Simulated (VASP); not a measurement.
# GaAs: band structure with HSE03

GaAs:

```
As Ga
1.0
     0.00000    2.82685    2.82685
     2.82685    0.00000    2.82685
     2.82685    2.82685    0.00000
As Ga
1 1
Direct
  0.75000 0.75000 0.75000
  0.00000 0.00000 0.00000
```

```
Program                            : VASP 6.6.1
Task                               : band structure
Functional                         : HSE03
Potentials or basis                : VASP PAW PBE potentials, release 64 (As, Ga_d)
Cutoff                             : 520 eV
k mesh                             : 6 × 6 × 6
Occupations                        : gaussian, width 0.02 eV
Spin                               : no spin polarisation
Grid for exact exchange (PRECFOCK) : Fast
Further INCAR settings             : ALGO = Normal; EDIFF = 1e-06
Share of exact exchange            : 0.25
Screening parameter                : 0.3 1/Å
```

| Property | Result |
| --- | --- |
| Pressure | 1.3 GPa |
| Band gap on the k mesh | 1.26 eV |
| Band gap along the path | 1.26 eV |

Levels at the corners of the path, in eV from the valence-band top:
```
point  band 5  band 6  band 7  band 8  band 9  band 10  band 11  band 12  band 13
    Γ  -17.18  -13.84    0.00    0.00    0.00     1.26     4.36     4.36     4.36
    X  -17.17  -11.12   -7.28   -2.86   -2.86     1.92     2.17    11.28    11.30
    X  -17.17  -11.12   -7.28   -2.86   -2.86     1.92     2.17    11.28    11.36
    W  -17.18  -11.06   -7.06   -3.77   -3.54     5.28     5.42     6.20     6.67
    W  -17.18  -11.06   -7.06   -3.77   -3.54     5.28     5.42     6.20     6.67
    K  -17.18  -11.16   -7.06   -4.11   -2.40     2.48     5.31     8.87     8.96
    K  -17.18  -11.16   -7.06   -4.11   -2.40     2.48     5.31     8.87     8.96
    Γ  -17.18  -13.84    0.00    0.00    0.00     1.26     4.36     4.36     4.36
    Γ  -17.18  -13.84    0.00    0.00    0.00     1.26     4.36     4.36     4.36
    L  -17.18  -11.93   -7.10   -1.21   -1.21     1.61     5.27     5.27     8.46
    L  -17.18  -11.93   -7.10   -1.21   -1.21     1.61     5.27     5.27     8.46
    U  -17.18  -11.16   -7.06   -4.11   -2.40     2.48     5.31     8.87     8.97
    U  -17.18  -11.16   -7.06   -4.11   -2.40     2.48     5.31     8.87     8.96
    W  -17.18  -11.06   -7.06   -3.77   -3.54     5.28     5.42     6.20     6.67
    W  -17.18  -11.06   -7.06   -3.77   -3.54     5.28     5.42     6.20     6.67
    L  -17.18  -11.93   -7.10   -1.21   -1.21     1.61     5.27     5.27     8.46
    L  -17.18  -11.93   -7.10   -1.21   -1.21     1.61     5.27     5.27     8.46
    K  -17.18  -11.16   -7.06   -4.11   -2.40     2.48     5.31     8.87     8.96
    U  -17.18  -11.16   -7.06   -4.11   -2.40     2.48     5.31     8.87     8.98
    X  -17.17  -11.12   -7.28   -2.86   -2.86     1.92     2.17    11.28    11.32
```

Run time: 19 min on 4 MPI ranks on Intel(R) Xeon(R) Platinum 8488C (Sapphire Rapids) (shared host), peak memory 0.33 GiB a rank.

Caveat: the PAW data sets were made with another functional, which shifts forces and pressure a little.
